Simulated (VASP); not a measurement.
A run of VASP 6.6.1:

POSCAR

```
LiCl
1.0
    0.0412373968      2.5972743894      2.5972743894
    2.5972743894      0.0412373968      2.5972743894
    2.5972743894      2.5972743894      0.0412373968
Li Cl
1 1
Direct
    0.0000000000      0.0000000000      0.0000000000
    0.5000000000      0.5000000000      0.5000000000
```

Contents of INCAR.step1:

```
SYSTEM = LiCl
PREC = Accurate
ENCUT = 520
EDIFF = 1E-5
ISMEAR = 0
SIGMA = 0.01
LREAL = .False.
LASPH = .True.
NELM = 80
ALGO = Normal
ISIF = 2
LWAVE = .True.
LCHARG = .False.
GGA = PE
NBANDS = 12
```

INCAR.step2

```
SYSTEM = LiCl
PREC = Accurate
ENCUT = 520
EDIFF = 1E-6
ISMEAR = 0
SIGMA = 0.01
LREAL = .False.
LASPH = .True.
NELM = 80
ALGO = Normal
ISIF = 2
LWAVE = .False.
LCHARG = .False.
GGA = PE
LHFCALC = .True.
HFSCREEN = 0.2079
PRECFOCK = Normal
ISTART = 1
NBANDS = 12
```

The input KPOINTS:

```
regular mesh
0
Gamma
  6 6 6
  0 0 0
```

Potentials or basis: VASP PAW PBE potentials, release 64 (Li_sv, Cl).

The run is started by

```console
$ cat potpaw_PBE.64/Li_sv/POTCAR potpaw_PBE.64/Cl/POTCAR > POTCAR
$ cp INCAR.step1 INCAR
$ mpirun -np 1 vasp_std > vasp.out
$ cp INCAR.step2 INCAR
$ mpirun -np 1 vasp_std > vasp.out
```

Hardware: 1 thread of Intel(R) Xeon(R) Platinum 8259CL CPU @ 2.50GHz (Skylake/Cascade Lake), on a shared host.

Problem. How long does it take, and how much memory?

Solution. Wall time 19 min on 1 thread of Intel(R) Xeon(R) Platinum 8259CL CPU @ 2.50GHz (Skylake/Cascade Lake) (shared host), peak memory 0.27 GiB. Counts: k points 32.
